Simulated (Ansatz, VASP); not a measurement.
## Ni3Ge: VASP beside Ansatz

```xyz
4
Lattice="3.4605 0.0000 0.0000 0.0000 3.4605 0.0000 0.0000 0.0000 3.4605" Properties=species:S:1:pos:R:3 pbc="T T T"
Ni    1.7303    0.0000    1.7303
Ni    0.0000    1.7303    1.7303
Ni    1.7303    1.7303    0.0000
Ge    0.0000    0.0000    0.0000
```

Alike in both runs: task single point; functional r2SCAN; k mesh 12 × 12 × 12; occupations gaussian, width 0.1 eV; no spin polarisation.

```csv
,VASP,Ansatz
version,VASP 6.6.1,Ansatz 0.2.0
potentials or method,"VASP PAW PBE potentials, release 64 (Ni, Ge_d), cutoff 520 eV","scalar-relativistic, plane waves, PAW"
valence electrons in the cell,44,68
```

```tsv
	VASP	Ansatz	Ansatz less VASP
gap on the k mesh at the Fermi level (eV)	none	none	-
pressure (GPa)	15.7	15.4	-0.30
```

VASP's potentials were made for PBE, not for r2SCAN. A gap of «none» marks a metal or a gap that the smearing closes. VASP's potentials hold 44 valence electrons a cell and Ansatz's 68, so a difference there can come from the potentials and not from the codes.
